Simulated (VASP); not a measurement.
Here is a VASP 6.6.1 calculation.

INCAR

```
PREC = Accurate ; ENCUT = 520
EDIFF = 1E-6 ; ISMEAR = 0
SIGMA = 0.02 ; LREAL = False
LASPH = True ; NELM = 150
ALGO = Normal ; ISIF = 2
LWAVE = False ; LCHARG = False
LMAXMIX = 4 ; LDAU = True
LDAUTYPE = 2 ; LDAUL = 2 -1
LDAUU = 3.32 0 ; LDAUJ = 0 0
LDAUPRINT = 1 ; GGA = PE
NBANDS = 14
```

File KPOINTS:

```
Automatic mesh
0
Gamma
  12 12 12
```

File POSCAR:

```
CoO
1.0
    1.4851228673      0.8574360872      2.4069508786
   -1.4851228673      0.8574360872      2.4069508786
    0.0000000000     -1.7148721744      2.4069508786
Co O
1 1
Direct
    0.0000000000      0.0000000000      0.0000000000
    0.5000000000      0.5000000000      0.5000000000
```

Potentials or basis: VASP PAW PBE potentials, release 64 (Co, O).

Launch:

```bash
$ cat potpaw_PBE.64/Co/POTCAR potpaw_PBE.64/O/POTCAR > POTCAR
$ mpirun -np 1 vasp_std > vasp.out
```

(1) What does it give for the band gap on the k mesh?

(2) Estimate the pressure.

## Answers

(1) zero (an odd number of electrons rules out a gap without spin polarisation).

(2) -13.0 GPa.

Caveat: the cell stands under tension; an odd number of electrons without spin polarisation forces a metal; a magnetic or distorted state may lie lower; the run has no spin polarisation, though such a crystal can be magnetic; U without spin polarisation on a metal has little footing.
